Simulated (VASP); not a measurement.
The system is PbS (Galena).

```
CELL_PARAMETERS angstrom
0.00000 3.02392 3.02392
3.02392 0.00000 3.02392
3.02392 3.02392 0.00000
ATOMIC_POSITIONS crystal
Pb 0.00000 0.00000 0.00000
S 0.50000 0.50000 0.50000
```

Base run:

| Item | Value |
| --- | --- |
| Program | VASP 6.6.1 |
| Functional | r2SCAN |
| Potentials or basis | VASP PAW PBE potentials, release 64 (Pb_d, S) |
| Cutoff | 520 eV |
| k mesh | 8 × 8 × 8 |
| Occupations | fermi-dirac, width 0.05 eV |
| Spin | no spin polarisation |

Its results: band gap on the k mesh 0.83 eV, direct; pressure -2.0 GPa.

Q: After a change of settings the same cell gave: band gap on the k mesh 0.43 eV, direct; pressure -5.4 GPa. Which change was it?
A. functional from r2SCAN to PBEsol; cutoff from 520 eV to 500 eV; further incar settings from ALGO = Normal; EDIFF = 1e-07; NBANDS = 17 to ALGO = Normal; EDIFF = 1e-06; NBANDS = 17
B. functional from r2SCAN to PBE0; k mesh from 8 × 8 × 8 to 4 × 4 × 4
C. functional from r2SCAN to SVWN5
D. further incar settings from ALGO = Normal; EDIFF = 1e-07; NBANDS = 17 to ALGO = Normal; EDIFF = 1e-06; NBANDS = 17; dispersion from none to rVV10

A: C.

r2SCAN gives the wider gap, since meta-GGAs in the generalised Kohn-Sham scheme recover part of the derivative discontinuity.

Caveats: the PAW data sets were made with another functional, which shifts forces and pressure a little; spin-orbit coupling is left out, which moves the levels of the heavy elements.
